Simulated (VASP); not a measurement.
# Ti3Al4Ni (Im-3m) in VASP: further runs

Ti3Al4Ni is run at these levels: PBE; tasks: relaxation of cell and atoms, single point.

All numbers are computed with VASP 6.6.1; they aren't measurements. Logs are shortened: lines on timing, memory, paths and dates and some standing lists are left out, and cuts for length are marked.

### Step 1. The cell of the first run

Symmetry: Im-3m, No. 229, cubic system. Conventional cell: a = 6.247 Å, b = 6.247 Å, c = 6.247 Å, α = 90.00°, β = 90.00°, γ = 90.00°. Within 3.6 Å of Ti (site symmetry 4/mmm) lie 8 Al at 2.70 Å and 4 Ti at 3.12 Å and 2 Ni at 3.12 Å. Al (site symmetry -3m) has 6 Ti at 2.70 Å and 2 Ni at 2.70 Å and 6 Al at 3.12 Å within 3.6 Å. Ni (site symmetry m-3m) has 8 Al at 2.70 Å and 6 Ti at 3.12 Å within 3.6 Å.

### Step 2. Relaxation of cell and atoms, PBE

File INCAR:

```
SYSTEM = Ti3Al4Ni
PREC = Accurate
ENCUT = 550
EDIFF = 1E-7
ISMEAR = 0
SIGMA = 0.1
LREAL = .FALSE.
LASPH = .TRUE.
NELM = 300
ALGO = All
ISIF = 3
LWAVE = .FALSE.
LCHARG = .FALSE.
GGA = PE
IBRION = 2
NSW = 100
EDIFFG = -0.01
GGA_COMPAT = .FALSE.
NELMIN = 4
ISEARCH = 1
KPAR = 4
```

File KPOINTS:

```
Automatic mesh
0
G
  8 8 8
  0 0 0
```

File POSCAR:

```
Ti3Al4Ni
1.0
   -3.1232664713      3.1232664713      3.1232664713
    3.1232664713     -3.1232664713      3.1232664713
    3.1232664713      3.1232664713     -3.1232664713
Ti Al Ni
3 4 1
Direct
    0.0000000000      0.5000000000      0.5000000000
    0.5000000000      0.5000000000      0.0000000000
    0.5000000000      0.0000000000      0.5000000000
    0.5000000000      0.0000000000      0.0000000000
    0.0000000000      0.0000000000      0.5000000000
    0.5000000000      0.5000000000      0.5000000000
    0.0000000000      0.5000000000      0.0000000000
    0.0000000000      0.0000000000      0.0000000000
```

Potentials or basis: VASP PAW PBE potentials, release 64 (Ti_sv, Al, Ni).

Launch:

```sh
$ cat potpaw_PBE.64/Ti_sv/POTCAR potpaw_PBE.64/Al/POTCAR potpaw_PBE.64/Ni/POTCAR > POTCAR
$ mpirun -np 4 vasp_std > vasp.out
```

OUTCAR:

```text
SYSTEM = Ti3Al4Ni
   PREC = Accurate
   ENCUT = 550
   EDIFF = 1E-7
   ISMEAR = 0
   LREAL = .FALSE.
   LASPH = .TRUE.
   NELM = 300
   ISIF = 3
   GGA = PE
   IBRION = 2
   NSW = 100
   EDIFFG = -0.01
   NELMIN = 4

 ion  position               nearest neighbor table
   1  0.000  0.500  0.500-   4 2.70   5 2.70   6 2.70   7 2.70   7 2.70   5 2.70   6 2.70   4 2.70

   2  0.500  0.500  0.000-   4 2.70   5 2.70   6 2.70   7 2.70   6 2.70   4 2.70   7 2.70   5 2.70

   3  0.500  0.000  0.500-   4 2.70   5 2.70   6 2.70   7 2.70   4 2.70   6 2.70   5 2.70   7 2.70

   4  0.500  0.000  0.000-   1 2.70   2 2.70   3 2.70   8 2.70   3 2.70   2 2.70   8 2.70   1 2.70
                             7 3.12   6 3.12   5 3.12   5 3.12   7 3.12   6 3.12
   5  0.000  0.000  0.500-   1 2.70   2 2.70   3 2.70   8 2.70   8 2.70   1 2.70   3 2.70   2 2.70
                             7 3.12   7 3.12   4 3.12   4 3.12   6 3.12   6 3.12
   6  0.500  0.500  0.500-   1 2.70   2 2.70   3 2.70   8 2.70   2 2.70   3 2.70   1 2.70   8 2.70
                             7 3.12   4 3.12   4 3.12   7 3.12   5 3.12   5 3.12
   7  0.000  0.500  0.000-   1 2.70   2 2.70   3 2.70   8 2.70   1 2.70   8 2.70   2 2.70   3 2.70
                             6 3.12   5 3.12   4 3.12   6 3.12   4 3.12   5 3.12
   8  0.000  0.000  0.000-   4 2.70   5 2.70   6 2.70   7 2.70   5 2.70   7 2.70   4 2.70   6 2.70

  LATTYP: Found a body centered cubic cell.
 ALAT       =     6.2465329426

  Lattice vectors:

 A1 = (  -3.1232664713,   3.1232664713,   3.1232664713)
 A2 = (   3.1232664713,  -3.1232664713,   3.1232664713)
 A3 = (   3.1232664713,   3.1232664713,  -3.1232664713)

Analysis of symmetry for initial positions (statically):
=====================================================================
 Subroutine PRICEL returns:
 Original cell was already a primitive cell.

 Routine SETGRP: Setting up the symmetry group for a
 body centered cubic supercell.

 Subroutine GETGRP returns: Found 48 space group operations
 (whereof 48 operations were pure point group operations)
 out of a pool of 48 trial point group operations.

The static configuration has the point symmetry O_h .

Analysis of symmetry for dynamics (positions and initial velocities):
=====================================================================
 Subroutine PRICEL returns:
[... 187 lines left out ...]
      direct lattice vectors                 reciprocal lattice vectors
    -3.123266471  3.123266471  3.123266471     0.000000000  0.160088806  0.160088806
     3.123266471 -3.123266471  3.123266471     0.160088806  0.000000000  0.160088806
     3.123266471  3.123266471 -3.123266471     0.160088806  0.160088806  0.000000000

 POSITION                                       TOTAL-FORCE (eV/Angst)
 -----------------------------------------------------------------------------------
      3.12327      0.00000      0.00000         0.000000      0.000000      0.000000
      0.00000      0.00000      3.12327        -0.000000     -0.000000     -0.000000
      0.00000      3.12327      0.00000        -0.000000      0.000000     -0.000000
     -1.56163      1.56163      1.56163        -0.000000     -0.000000      0.000000
      1.56163      1.56163     -1.56163         0.000000     -0.000000      0.000000
      1.56163      1.56163      1.56163         0.000000     -0.000000      0.000000
      1.56163     -1.56163      1.56163         0.000000     -0.000000      0.000000
      0.00000      0.00000      0.00000         0.000000     -0.000000      0.000000
 -----------------------------------------------------------------------------------
    total drift:                               -0.000000      0.000000      0.000000

  FREE ENERGIE OF THE ION-ELECTRON SYSTEM (eV)
  ---------------------------------------------------
  free  energy   TOTEN  =       -46.6933362999 eV

  energy  without entropy=      -46.6631617055  energy(sigma->0) =      -46.67824900

--------------------------------------- Ionic step        2  -------------------------------------------

 number of electron      57.9999981 magnetization

 Free energy of the ion-electron system (eV)
  ---------------------------------------------------
  ext. energy  EPLUGINS =         0.00000000
  ---------------------------------------------------
  free energy    TOTEN  =       -46.69335811 eV

  energy without entropy =      -46.66318034  energy(sigma->0) =      -46.67826923

 E-fermi :   8.6502     XC(G=0): -11.2176

 val. band max:        8.6358345205   @ k =   0.5000   0.5000   0.2500
 cond. band min:       8.6568497397   @ k =   0.2500   0.1250   0.0000
 fundamental gap:      0.0210152192
 Fermi energy:         8.6501506831

 k-point     1 :       0.0000    0.0000    0.0000
  band No.  band energies     occupation
      1     -48.1474      2.00000
      2     -48.1204      2.00000
      3     -48.1204      2.00000
      4     -24.5821      2.00000
      5     -24.5821      2.00000
      6     -24.5821      2.00000
[... 877 lines left out ...]
     33       9.8752      0.00000
     34      10.1963      0.00000

 [... further k-points ...]
[... 5 lines left out ...]
  --------------------------------------------------------------------------------------
  -------------------------------------------------------------------------------------
  Total       -0.0501375     -0.0501375     -0.0501375     -0.0000000      0.0000000     -0.0000000
  in kB       -0.6581770     -0.6581770     -0.6581770     -0.0000000      0.0000000     -0.0000000
  external PRESSURE =      -0.6581770 kB  Pullay stress =       0.0000000 kB

 VOLUME and BASIS-vectors are now :
 -----------------------------------------------------------------------------
  energy-cutoff  :      550.00
  volume of cell :      122.05
      direct lattice vectors                 reciprocal lattice vectors
    -3.124809034  3.124809034  3.124809034     0.000000000  0.160009778  0.160009778
     3.124809034 -3.124809034  3.124809034     0.160009778  0.000000000  0.160009778
     3.124809034  3.124809034 -3.124809034     0.160009778  0.160009778  0.000000000

 POSITION                                       TOTAL-FORCE (eV/Angst)
 -----------------------------------------------------------------------------------
      3.12481      0.00000      0.00000         0.000000     -0.000000     -0.000000
      3.12481      3.12481      0.00000        -0.000000      0.000000      0.000000
      3.12481      0.00000      3.12481         0.000000     -0.000000      0.000000
      4.68721      1.56240      1.56240        -0.000000      0.000000     -0.000000
      1.56240      1.56240     -1.56240        -0.000000      0.000000     -0.000000
      1.56240      1.56240      1.56240        -0.000000     -0.000000      0.000000
      1.56240     -1.56240      1.56240        -0.000000      0.000000      0.000000
      3.12481      3.12481     -3.12481         0.000000     -0.000000     -0.000000
 -----------------------------------------------------------------------------------
    total drift:                               -0.000000      0.000000     -0.000000

  FREE ENERGIE OF THE ION-ELECTRON SYSTEM (eV)
  ---------------------------------------------------
  free  energy   TOTEN  =       -46.6933581109 eV

  energy  without entropy=      -46.6631801133  energy(sigma->0) =      -46.67826911

 reached required accuracy - stopping structural energy minimisation
```

Run time: 4.6 min. Hardware: 4 MPI ranks of AMD EPYC 7R13 (Zen 3), shared host; peak memory 0.42 GiB.

What came out:

| Item | Value |
| --- | --- |
| Free energy | -46.6934 eV |
| Relaxed volume | 15.26 Å³/atom |
| Relaxed cell | a = 5.412 Å, b = 5.412 Å, c = 5.412 Å, α = 109.47°, β = 109.47°, γ = 109.47° |
| Space group after relaxing (to 0.1 Å) | Im-3m (No. 229) |
| Energy gained by relaxing | 0.0 meV/atom |
| Ionic steps | 2 |
| Pressure after relaxing | -0.1 GPa |
| Band gap on the k mesh | zero (bands 29 and 30 overlap by 1.35 eV) |

Final structure:
```
Ti Al Ni
1.0
    -3.12481    3.12481    3.12481
     3.12481   -3.12481    3.12481
     3.12481    3.12481   -3.12481
Ti Al Ni
3 4 1
Direct
  0.00000 0.50000 0.50000
  0.50000 0.50000 0.00000
  0.50000 0.00000 0.50000
  0.50000 0.00000 0.00000
  0.00000 0.00000 0.50000
  0.50000 0.50000 0.50000
  0.00000 0.50000 0.00000
  0.00000 0.00000 0.00000
```

Spin polarisation is off, so any magnetic state and its effect on volume and gap are missing.

### Step 3. Single point, PBE

File INCAR:

```
SYSTEM = Ti3Al4Ni
PREC = Accurate ; ENCUT = 550
EDIFF = 1E-6 ; ISMEAR = 0
SIGMA = 0.1 ; LREAL = .False.
LASPH = .True. ; NELM = 300
ALGO = All ; ISIF = 2
LWAVE = .False. ; LCHARG = .True.
GGA = PE ; LVHAR = .True.
NBANDS = 39 ; GGA_COMPAT = .False.
ISEARCH = 1 ; KPAR = 4
```

File KPOINTS:

```
regular mesh
0
Gamma
  8 8 8
  0 0 0
```

POSCAR, as its differences from that of step 2:

```diff
@@ -2,5 +2,5 @@
 1.0
-   -3.1232664713      3.1232664713      3.1232664713
-    3.1232664713     -3.1232664713      3.1232664713
-    3.1232664713      3.1232664713     -3.1232664713
+   -3.1245967395      3.1245967395      3.1245967395
+    3.1245967395     -3.1245967395      3.1245967395
+    3.1245967395      3.1245967395     -3.1245967395
 Ti Al Ni
```

Potentials or basis: VASP PAW PBE potentials, release 64 (Ti_sv, Al, Ni).

Launch:

```sh
$ cat potpaw_PBE.64/Ti_sv/POTCAR potpaw_PBE.64/Al/POTCAR potpaw_PBE.64/Ni/POTCAR > POTCAR
$ mpirun -np 4 vasp_std > vasp.out
```

Wall time 100 s (4 MPI ranks of AMD EPYC 7R13 (Zen 3), shared host); peak memory 0.44 GiB.

The run converged. Its results:

```
Free energy            : -46.6934 eV
Pressure               : 0.0 GPa
Band gap on the k mesh : zero (bands 29 and 30 overlap by 1.35 eV)
```

Levels at points of the mesh, in eV from the Fermi level:
```csv
k point,band 25,band 26,band 27,band 28,band 29,band 30,band 31,band 32,band 33,band 34
"(0.00, 0.00, 0.00)",-1.82,-1.34,-1.34,-1.05,-1.05,-1.05,0.77,0.77,0.77,1.22
"(0.50, 0.00, 0.00)",-1.26,-0.97,-0.65,-0.53,-0.21,0.14,0.30,0.62,0.99,1.10
"(0.50, 0.50, 0.50)",-1.08,-1.08,-0.41,0.22,0.22,0.22,1.24,1.24,1.33,1.61
```

Spin polarisation is off, so any magnetic state and its effect on volume and gap are missing.

### Step 4. Relaxation of cell and atoms, PBE, collinear spin, ferromagnetic start

This run uses another cell than the first one, of 14.42 Å³/atom.

File INCAR:

```
PREC = Accurate
ENCUT = 600
EDIFF = 1E-6
ISMEAR = 0
SIGMA = 0.1
LREAL = F
LASPH = T
NELM = 150
ALGO = Normal
ISIF = 3
LWAVE = F
LCHARG = F
ISPIN = 2
MAGMOM = 0 0 0 0 0 0 0 2
LORBIT = 11
LMAXMIX = 4
GGA = PE
IBRION = 2
NSW = 90
EDIFFG = -0.04
```

File KPOINTS:

```
Automatic mesh
0
Gamma
  4 4 4
```

POSCAR, as its differences from that of step 3:

```diff
@@ -2,5 +2,5 @@
 1.0
-   -3.1245967395      3.1245967395      3.1245967395
-    3.1245967395     -3.1245967395      3.1245967395
-    3.1245967395      3.1245967395     -3.1245967395
+   -3.0663536700      3.0663536700      3.0663536700
+    3.0663536700     -3.0663536700      3.0663536700
+    3.0663536700      3.0663536700     -3.0663536700
 Ti Al Ni
```

Potentials or basis: VASP PAW PBE potentials, release 64 (Ti_sv, Al, Ni).

Launch:

```sh
$ cat potpaw_PBE.64/Ti_sv/POTCAR potpaw_PBE.64/Al/POTCAR potpaw_PBE.64/Ni/POTCAR > POTCAR
$ mpirun -np 1 vasp_std > vasp.out
```

OUTCAR:

```text
PREC = Accurate
   ENCUT = 600
   EDIFF = 1E-6
   ISMEAR = 0
   LREAL = F
   LASPH = T
   NELM = 150
   ISIF = 3
   ISPIN = 2
   LORBIT = 11
   GGA = PE
   IBRION = 2
   NSW = 90
   EDIFFG = -0.04

 ion  position               nearest neighbor table
   1  0.000  0.500  0.500-   4 2.66   5 2.66   6 2.66   7 2.66   7 2.66   5 2.66   6 2.66   4 2.66

   2  0.500  0.500  0.000-   4 2.66   5 2.66   6 2.66   7 2.66   6 2.66   4 2.66   7 2.66   5 2.66

   3  0.500  0.000  0.500-   4 2.66   5 2.66   6 2.66   7 2.66   4 2.66   6 2.66   5 2.66   7 2.66

   4  0.500  0.000  0.000-   1 2.66   2 2.66   3 2.66   8 2.66   3 2.66   2 2.66   8 2.66   1 2.66
                             7 3.07   6 3.07   5 3.07   5 3.07   7 3.07   6 3.07
   5  0.000  0.000  0.500-   1 2.66   2 2.66   3 2.66   8 2.66   8 2.66   1 2.66   3 2.66   2 2.66
                             7 3.07   7 3.07   4 3.07   4 3.07   6 3.07   6 3.07
   6  0.500  0.500  0.500-   1 2.66   2 2.66   3 2.66   8 2.66   2 2.66   3 2.66   1 2.66   8 2.66
[... 614 lines left out ...]
 k-point     1 :       0.0000    0.0000    0.0000
  band No.  band energies     occupation
      1     -48.1369      1.00000
      2     -48.1097      1.00000
      3     -48.1097      1.00000
      4     -24.5702      1.00000
      5     -24.5702      1.00000
      6     -24.5702      1.00000
[... 328 lines left out ...]
  FREE ENERGIE OF THE ION-ELECTRON SYSTEM (eV)
  ---------------------------------------------------
  free  energy   TOTEN  =       -46.7384641991 eV

  energy  without entropy=      -46.7262953084  energy(sigma->0) =      -46.73237975

 reached required accuracy - stopping structural energy minimisation

 total charge

# of ion       s       p       d       tot
------------------------------------------
    1        2.191   6.137   1.973  10.301
    2        2.191   6.137   1.973  10.301
    3        2.191   6.137   1.973  10.301
    4        0.418   0.401   0.000   0.819
    5        0.418   0.401   0.000   0.819
    6        0.418   0.401   0.000   0.819
    7        0.418   0.401   0.000   0.819
    8        0.423   0.362   8.414   9.199
--------------------------------------------------
tot          8.668  20.377  14.332  43.377

 magnetization (x)

# of ion       s       p       d       tot
------------------------------------------
    1       -0.000  -0.000  -0.000  -0.000
    2       -0.000  -0.000  -0.000  -0.000
    3       -0.000  -0.000  -0.000  -0.000
    4        0.000   0.000   0.000   0.000
    5        0.000   0.000   0.000   0.000
    6        0.000   0.000   0.000   0.000
    7        0.000   0.000   0.000   0.000
    8        0.000   0.000   0.000   0.000
--------------------------------------------------
tot         -0.000   0.000  -0.000  -0.000
```

Run time: 4.1 min. Hardware: 1 thread of Intel Xeon Platinum 8488C (Sapphire Rapids), shared host; peak memory 0.35 GiB.

Results:

| Quantity | Value |
| --- | --- |
| Free energy | -46.7385 eV |
| Relaxed volume | 15.23 Å³/atom |
| Relaxed cell | a = 5.410 Å, b = 5.410 Å, c = 5.410 Å, α = 109.47°, β = 109.47°, γ = 109.47° |
| Space group after relaxing (to 0.1 Å) | Im-3m (No. 229) |
| Energy gained by relaxing | 17.4 meV/atom |
| Ionic steps | 3 |
| Pressure after relaxing | 0.0 GPa |
| Band gap on the k mesh | zero (filled and empty bands overlap) |
| Net moment | 0.00 μB per cell |
| Valence electrons inside the program's atomic spheres | Ti 10.30; Al 0.82; Ni 9.20 |

The path:
```
step  energy change (eV)  largest force (eV/Å)  pressure (GPa)  volume (Å³)
   1              0.0000                0.0000            7.10       115.33
   2             -0.0814                0.0000           -4.05       126.32
   3             -0.1393                0.0000           -0.04       121.86
```

Final structure:
```
CELL_PARAMETERS angstrom
-3.12323 3.12323 3.12323
3.12323 -3.12323 3.12323
3.12323 3.12323 -3.12323
ATOMIC_POSITIONS crystal
Ti 0.00000 0.50000 0.50000
Ti 0.50000 0.50000 0.00000
Ti 0.50000 0.00000 0.50000
Al 0.50000 0.00000 0.00000
Al 0.00000 0.00000 0.50000
Al 0.50000 0.50000 0.50000
Al 0.00000 0.50000 0.00000
Ni 0.00000 0.00000 0.00000
```

Caveat: the k points lie up to 0.36 Å⁻¹ apart in the final cell, too coarse for converged energies and pressures of a metal; the moments typed at the start vanished in this run.

The gap in the log of VASP goes by the Fermi energy; the results here count the filled bands.